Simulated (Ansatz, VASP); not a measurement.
## Two plane-wave programs on MgO

```xyz
2
Lattice="0.0000 2.0796 2.0796 2.0796 0.0000 2.0796 2.0796 2.0796 0.0000" Properties=species:S:1:pos:R:3 pbc="T T T"
Mg    0.0000    0.0000    0.0000
O     2.0796    2.0796    2.0796
```

Alike in both runs: functional LDA; k mesh 10 × 10 × 10; occupations gaussian, width 0.02 eV; no spin polarisation.

Ansatz relaxed the structure, and its values are those at the end. VASP's run is a single point on that final structure, the one shown.

|  | VASP | Ansatz |
| --- | --- | --- |
| version | VASP 6.6.1 | Ansatz 0.2.0 |
| potentials or method | VASP PAW LDA potentials, release 64 (Mg, O), cutoff 520 eV | scalar-relativistic, plane waves, PAW |
| valence electrons in the cell | 8 | 16 |

```csv
,VASP,Ansatz,Ansatz less VASP
gap on the k mesh at the Fermi level (eV),5.03,5.03,0.000
least direct gap on the mesh (eV),5.03,5.03,0.000
pressure (GPa),-1.7,0.0,+1.67
```

LDA's correlation is that of Perdew and Zunger in VASP and of Perdew and Wang (1992) in Ansatz. VASP's potentials hold 8 valence electrons a cell and Ansatz's 16, so a difference there can come from the potentials and not from the codes.
